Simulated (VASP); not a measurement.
A run of VASP 6.6.1 is set up as follows.

The input INCAR:

```
ALGO = Normal
EDIFF = 1E-7
EDIFFG = -0.002
ENCUT = 600
IBRION = 2
ISIF = 3
ISMEAR = 0
LASPH = True
LCHARG = False
LREAL = False
LWAVE = False
NELM = 80
NSW = 100
PREC = Accurate
SIGMA = 0.1
```

File KPOINTS:

```
k-points
0
Gamma
  22 22 22
```

POSCAR

```
HfN
1.0
    0.0000000000      2.2558601200      2.2558601200
    2.2558601200      0.0000000000      2.2558601200
    2.2558601200      2.2558601200      0.0000000000
Hf N
1 1
Direct
    0.0000000000      0.0000000000      0.0000000000
    0.5000000000      0.5000000000      0.5000000000
```

Potentials or basis: VASP PAW LDA potentials, release 64 (Hf_pv, N).

Launch:

```sh
$ cat potpaw_LDA.64/Hf_pv/POTCAR potpaw_LDA.64/N/POTCAR > POTCAR
$ mpirun -np 1 vasp_std > vasp.out
```

(1) What does it give for the space group after relaxing (to 0.05 Å)?

(2) Predict the relaxed cell.

(3) Estimate the relaxed volume.

Results:

(1) Fm-3m (No. 225).

(2) a = 3.155 Å, b = 3.155 Å, c = 3.155 Å, α = 60.00°, β = 60.00°, γ = 60.00°.

(3) 11.10 Å³/atom.
